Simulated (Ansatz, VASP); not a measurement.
# MnS: VASP beside Ansatz

INCAR

```
SYSTEM = MnS
ALGO     = Normal         ! electronic algorithm
EDIFF    = 1E-7           ! SCF threshold, eV
ENCUT    = 520            ! plane-wave cutoff, eV
GGA      = PS             ! functional
ISIF     = 2              ! what is computed and relaxed
ISMEAR   = -1             ! smearing method
ISPIN    = 2              ! spin polarisation
LASPH    = .TRUE.         ! aspherical terms in the spheres
LCHARG   = .TRUE.         ! write CHGCAR
LDAU     = .TRUE.         ! DFT+U
LDAUJ    = 0 0          
LDAUL    = 2 -1           ! shell
LDAUPRINT= 1            
LDAUTYPE = 2            
LDAUU    = 5 0            ! U, eV
LELF     = .TRUE.         ! ELF
LMAXMIX  = 4              ! l up to which the mixer works
LORBIT   = 11             ! projections on sites
LREAL    = .FALSE.        ! projectors in reciprocal space
LVHAR    = .TRUE.       
LWAVE    = .FALSE.        ! write WAVECAR
MAGMOM   = 4 0            ! initial moments
NBANDS   = 20             ! bands
NELM     = 150            ! most SCF steps
PREC     = Accurate       ! precision mode
SIGMA    = 0.1            ! smearing width, eV
```

KPOINTS

```
k-points
0
G
  7 7 7
  0 0 0
```

The input POSCAR:

```
MnS
1.0
    3.0990400000      0.0000000000      0.0000000000
    0.0000000000      3.0990400000      0.0000000000
    0.0000000000      0.0000000000      3.0990400000
Mn S
1 1
Direct
    0.5000000000      0.5000000000      0.5000000000
    0.0000000000      0.0000000000      0.0000000000
```

Input for Ansatz:

```yaml
crystal:
  lattice:
    - [3.09904, 0.0, 0.0]
    - [0.0, 3.09904, 0.0]
    - [0.0, 0.0, 3.09904]
  atoms:
    - { symbol: Mn, position: [0.5, 0.5, 0.5] }
    - { symbol: S, position: [0.0, 0.0, 0.0] }
kpoints:
  mp_grid: { grid: [7, 7, 7] }
  band_path:
    path:
      - [0.0, 0.0, 0.0]
      - [0.0, 0.5, 0.0]
      - [0.5, 0.5, 0.0]
      - [0.0, 0.0, 0.0]
      - [0.5, 0.5, 0.5]
      - [0.0, 0.5, 0.0]
    npoints: 6
hamiltonian:
  xc: pbesol
  hubbard: [{ species: Mn, l: d, u_eff: 5.0 }]
magnetization:
  spin_polarized: true
  per_species: { Mn: 4.0 }
scf:
  n_extra_bands: 8
  occupations: { method: fermi_dirac }
```

Alike in both runs: task single point; functional PBEsol; k mesh 7 × 7 × 7; collinear spin; Hubbard terms Mn d U = 5.0 eV.

|  | VASP | Ansatz |
| --- | --- | --- |
| version | VASP 6.6.1 | Ansatz 0.2.0 |
| potentials or method | VASP PAW PBE potentials, release 64 (Mn_pv, S) | plane waves, PAW |
| plane-wave cutoff (eV) | 520 | 420 |
| occupations | fermi-dirac, width 0.1 eV | fermi-dirac |
| valence electrons in the cell | 19 | 21 |

```tsv
	VASP	Ansatz	Ansatz less VASP
gap on the k mesh at the Fermi level (eV)	none	none	-
net moment per atom (μB)	2.39	2.40	+0.005
size of the moment on the site where the two differ most (μB)	4.50	4.45	-0.051
```

VASP's potentials were made for PBE, not for PBEsol. Site moments also hang on the region over which each program counts them. The programs project onto different local orbitals, so the same U acts differently, and such runs can settle in different states. A gap of «none» marks a metal or a gap that the smearing closes. VASP's potentials hold 19 valence electrons a cell and Ansatz's 21, so a difference there can come from the potentials and not from the codes. Ansatz's warnings: filled band counts differ across k points.
